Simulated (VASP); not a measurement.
HfO2: single point with r2SCAN

HfO2:

```xyz
12
Lattice="-3.5768 0.0000 0.0000 0.0000 -3.5768 0.0000 0.0000 -0.7154 10.4053" Properties=species:S:1:pos:R:3 pbc="T T T"
Hf   -1.7884   -1.7884    9.8950
Hf   -1.7884   -1.7884    4.6923
Hf   -3.5768   -3.5768    7.2936
Hf   -3.5768   -3.5768    2.0910
O    -3.5768   -1.7884    0.5102
O    -3.5768   -1.7884    5.7129
O    -1.7884    0.0000    1.0704
O    -1.7884    0.0000    6.2731
O    -1.7884   -3.5768    8.8744
O    -1.7884   -3.5768    3.6717
O     0.0000   -1.7884    8.3142
O     0.0000   -1.7884    3.1115
```

This cell differs from its parent crystal: the part above a cut slid along it.

```json
{"Program": "VASP 6.6.1", "Task": "single point", "Functional": "r2SCAN", "Potentials or basis": "VASP PAW PBE potentials, release 64 (Hf_pv, O)", "Cutoff": "520 eV", "k mesh": "6 × 6 × 3", "Occupations": "gaussian, width 0.05 eV", "Spin": "no spin polarisation"}
```

| Property | Result |
| --- | --- |
| Pressure | -1.4 GPa |
| Largest force | 3.642 eV/Å |
| Band gap on the k mesh | 4.47 eV (least direct gap 4.77 eV) |

Forces in eV/Å, atoms in the order of the input:
```
Hf   0.000 -2.100 -2.976
Hf   0.000 -0.001  0.178
Hf   0.000  0.007  0.365
Hf   0.000  0.135  0.367
O    0.000  1.548 -0.625
O    0.000  0.002 -0.110
O    0.000  1.101  2.712
O    0.000  0.001 -0.071
O    0.000 -1.009 -0.039
O    0.000  0.015 -0.173
O    0.000  0.256  0.358
O    0.000  0.045  0.014
```

Stress tensor (GPa, compression positive):
```
-4.29  0.00  0.00
 0.00 -0.05  5.40
 0.00  5.40  0.11
```

Levels at points of the mesh, in eV from the valence-band top:
```
           k point  band 41  band 42  band 43  band 44  band 45  band 46  band 47  band 48
(0.00, 0.00, 0.00)    -0.32    -0.22    -0.06     0.00     4.94     5.15     5.65     5.68
(0.50, 0.00, 0.00)    -1.12    -0.72    -0.43    -0.30     4.47     5.45     5.58     5.77
(0.00, 0.50, 0.00)    -1.15    -0.98    -0.53    -0.14     5.28     5.44     5.60     5.90
(0.50, 0.50, 0.00)    -0.61    -0.48    -0.30    -0.13     5.76     6.01     6.23     6.28
```

Wall time 12 min on 1 thread of Intel(R) Xeon(R) Platinum 8488C (Sapphire Rapids), on a shared host, peak memory 0.39 GiB.

Caveat: the cell differs from its parent crystal (the part above a cut slid along it); the PAW data sets were made with another functional, which shifts forces and pressure a little; spin-orbit coupling is left out, which moves the levels of the heavy elements. A k mesh can miss the band edges.
